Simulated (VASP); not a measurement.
Input of a VASP 6.6.1 run:

File INCAR:

```
PREC     = Accurate       # precision mode
ENCUT    = 520            # plane-wave cutoff, eV
EDIFF    = 1E-7           # SCF threshold, eV
ISMEAR   = 1              # smearing method
SIGMA    = 0.15           # smearing width, eV
LREAL    = F              # projectors in reciprocal space
LASPH    = T              # aspherical terms in the spheres
NELM     = 60             # most SCF steps
ALGO     = Normal         # electronic algorithm
ISIF     = 2              # what is computed and relaxed
LWAVE    = F              # write WAVECAR
LCHARG   = F              # write CHGCAR
GGA      = CA             # functional
NBANDS   = 25             # bands
```

File KPOINTS:

```
Automatic mesh
0
Gamma
  4 4 4
```

The input POSCAR:

```
CO2
1.0
    3.4070930000      0.0262890000     -0.0410480000
    0.0262890000      3.4631090000      0.0090980000
   -0.0479150000      0.0106210000      4.0187950000
C O
2 4
Direct
    0.0049564163      0.9969772296      0.0292707023
    0.5024458823      0.5034234087      0.4901668914
    0.2354110879      0.2363226945      0.0127132861
    0.2344089997      0.7321019710      0.5050086797
    0.7401208348      0.7685476113      1.0058199619
    0.7900778945      0.2688560025      0.4715187178
```

Potentials or basis: VASP PAW LDA potentials, release 64 (C, O).

The run is started by

```sh
$ cat potpaw_LDA.64/C/POTCAR potpaw_LDA.64/O/POTCAR > POTCAR
$ mpirun -np 1 vasp_std > vasp.out
```

Q: Estimate the pressure.

A: 8.4 GPa.

Q: What does it give for the band gap on the k mesh?

A: 3.60 eV, indirect (least direct gap 4.17 eV).

Q: Predict the largest force.

A: 8.683 eV/Å.

Stress tensor (GPa, compression positive):
```
-4.41 17.13  2.17
17.13  3.04 -2.73
 2.17 -2.73 26.43
```

Caveat: the k points lie up to 0.46 Å⁻¹ apart; forces of over 1 eV/Å act on the atoms, so gaps and moduli don't describe the material at rest. A k mesh can miss the band edges.
